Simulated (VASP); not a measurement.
**HfO2: single point with r2SCAN**

Crystal: HfO2.

```
Hf O
1.0
    -2.55750   -2.55750    0.00000
     2.55750   -2.55750    0.00000
    -2.98358    0.00000   10.23000
Hf O
4 8
Direct
  0.45316 0.54684 0.93750
  0.39063 0.60937 0.18750
  0.74481 0.25519 0.43750
  0.09898 0.90102 0.68750
  0.46354 0.03646 0.06250
  0.81772 0.68228 0.31250
  0.17189 0.32811 0.56250
  0.52607 0.97393 0.81250
  0.31772 0.18228 0.31250
  0.67189 0.82811 0.56250
  0.02607 0.47393 0.81250
  0.96354 0.53646 0.06250
```

This cell differs from its parent crystal: the part above a cut slid along it.

```json
{"Program": "VASP 6.6.1", "Task": "single point", "Functional": "r2SCAN", "Potentials or basis": "VASP PAW PBE potentials, release 64 (Hf_pv, O)", "Cutoff": "520 eV", "k mesh": "6 × 6 × 3", "Occupations": "gaussian, width 0.05 eV", "Spin": "no spin polarisation", "Dipole correction": "no", "Further INCAR settings": "ALGO = Normal; EDIFF = 1e-06; NBANDS = 56"}
```

```
Pressure               : -6.8 GPa
Largest force          : 7.130 eV/Å
Band gap on the k mesh : 0.83 eV (least direct gap 1.92 eV)
```

Forces in eV/Å, atoms in the order of the input:
```
Hf   0.983  0.000 -7.062
Hf  -1.061  0.000  5.613
Hf  -0.005  0.000  0.079
Hf  -0.044  0.000  0.270
O    0.306 -0.462  0.641
O   -0.034 -0.035 -0.072
O    0.010  0.005 -0.071
O   -0.219  0.447  0.052
O   -0.034  0.035 -0.072
O    0.010 -0.005 -0.071
O   -0.219 -0.447  0.052
O    0.306  0.462  0.641
```

Stress tensor (GPa, compression positive):
```
-12.80   0.00  -1.92
  0.00 -13.13   0.00
 -1.92   0.00   5.39
```

Levels at points of the mesh, in eV from the valence-band top:
| k point | band 41 | band 42 | band 43 | band 44 | band 45 | band 46 | band 47 | band 48 |
| --- | --- | --- | --- | --- | --- | --- | --- | --- |
| (0.00, 0.00, 0.00) | -1.50 | -1.47 | -1.31 | -1.18 | 0.83 | 3.51 | 3.61 | 3.74 |
| (0.50, 0.00, 0.00) | -2.38 | -2.31 | -1.97 | -1.67 | 2.07 | 3.93 | 4.02 | 4.10 |
| (0.50, 0.50, 0.00) | -1.27 | -1.03 | -0.95 | 0.00 | 2.89 | 3.09 | 3.77 | 3.85 |

It took 22 min on 1 thread of Intel(R) Xeon(R) Platinum 8259CL CPU @ 2.50GHz (Skylake/Cascade Lake), with other jobs on the host, peak memory 0.37 GiB.

Caveat: the cell differs from its parent crystal (the part above a cut slid along it); the stress differs along the axes, from -13 to 5 GPa; the PAW data sets were made with another functional, which shifts forces and pressure a little; spin-orbit coupling is left out, which moves the levels of the heavy elements. A k mesh can miss the band edges.
